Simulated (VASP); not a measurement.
**Nd3Au: relaxation of cell and atoms with PBE**

The system is Nd3Au.

```
Nd Au
1.0
     3.39774    0.00000    0.00000
    -1.69887    2.94253    0.00000
     0.00000    0.00000   12.12632
Nd Au
3 1
Direct
  0.00000 0.00000 0.00000
  0.66667 0.33333 0.76493
  0.66667 0.33333 0.23507
  0.00000 0.00000 0.50000
```

The cell was generated, and may not be a known phase.

| Property | Result |
| --- | --- |
| Program | VASP 6.6.1 |
| Task | relaxation of cell and atoms |
| Functional | PBE |
| Potentials or basis | VASP PAW PBE potentials, release 64 (Nd_3, Au), 4f in core |
| Cutoff | 500 eV |
| k mesh | 6 × 6 × 2 |
| Occupations | gaussian, width 0.1 eV |
| Spin | no spin polarisation |
| Dipole correction | no |
| Further INCAR settings | ALGO = Normal; EDIFF = 1e-07; IBRION = 2; EDIFFG = -0.04; NSW = 90; ISIF = 3 |

* Relaxed volume: 33.00 Å³/atom
* Relaxed cell: a = 3.886 Å, b = 3.886 Å, c = 10.093 Å, α = 90.00°, β = 90.00°, γ = 120.00°
* Space group after relaxing (to 0.1 Å): P-6m2 (No. 187)
* Energy gained by relaxing: 518.4 meV/atom
* Ionic steps: 15
* Pressure after relaxing: 0.0 GPa
* Largest force after relaxing: 0.035 eV/Å
* Band gap on the k mesh: zero (bands 22 and 23 overlap by 1.19 eV)

Forces in eV/Å, atoms in the order of the input:
```
Nd   0.000  0.000  0.000
Nd   0.000  0.000 -0.035
Nd   0.000  0.000  0.035
Au   0.000  0.000  0.000
```

Step by step:
| step | energy change (eV) | largest force (eV/Å) | pressure (GPa) | volume (Å³) |
| --- | --- | --- | --- | --- |
| 1 | 0.0000 | 1.5266 | 1.83 | 121.24 |
| 2 | -0.5389 | 1.6365 | -0.27 | 127.18 |
| 3 | -1.3120 | 1.3893 | -3.71 | 142.92 |
| 4 | -1.7613 | 1.1581 | -1.41 | 133.12 |
| 5 | -1.8583 | 0.6045 | 2.01 | 125.17 |
| 6 | -1.8652 | 0.7294 | 1.28 | 126.55 |
| 7 | -1.9597 | 0.3674 | 0.96 | 128.58 |
| 8 | -2.0057 | 0.0769 | 0.79 | 131.19 |
| 9 | -2.0365 | 0.0961 | -0.66 | 134.95 |
| 10 | -2.0371 | 0.1284 | -0.92 | 135.69 |
| 11 | -2.0616 | 0.1112 | -0.71 | 134.56 |
| 12 | -2.0713 | 0.0967 | -0.49 | 133.43 |
| 13 | -2.0715 | 0.0947 | -0.46 | 133.26 |
| 14 | -2.0733 | 0.0056 | 0.24 | 131.45 |
| 15 | -2.0738 | 0.0345 | 0.02 | 132.02 |

Final structure:
```xyz
4
Lattice="3.8864 0.0000 0.0000 -1.9432 3.3657 0.0000 0.0000 0.0000 10.0925" Properties=species:S:1:pos:R:3 pbc="T T T"
Nd    0.0000    0.0000    0.0000
Nd    1.9432    1.1219    7.1196
Nd    1.9432    1.1219    2.9730
Au    0.0000    0.0000    5.0463
```

Levels at points of the mesh, in eV from the Fermi level:
```
           k point  band 18  band 19  band 20  band 21  band 22  band 23  band 24  band 25  band 26
(0.00, 0.00, 0.00)    -4.64    -2.64    -2.58    -0.62     1.08     1.08     1.27     1.51     1.56
(0.50, 0.00, 0.00)    -3.07    -1.92    -1.40    -0.96    -0.25     0.00     1.03     1.22     1.59
(0.00, 0.00, 0.50)    -4.64    -3.44    -1.91    -0.34     1.10     1.10     1.18     1.45     1.45
(0.50, 0.00, 0.50)    -3.08    -1.67    -1.38    -1.11    -0.39    -0.08     0.74     1.01     1.63
```

It took 13 min on 1 thread of AMD EPYC 7R43 64-Core Processor (Zen 3), with other jobs on the host, peak memory 0.25 GiB.

Caveat: a cell axis changed by over 15 % at a fixed basis, so the end point is rough; spin-orbit coupling is left out, which moves the levels of the heavy elements; the 4f electrons are frozen in the core, so they carry no moment and show no levels. Spin polarisation is off, so any magnetic state and its effect on volume and gap are missing.
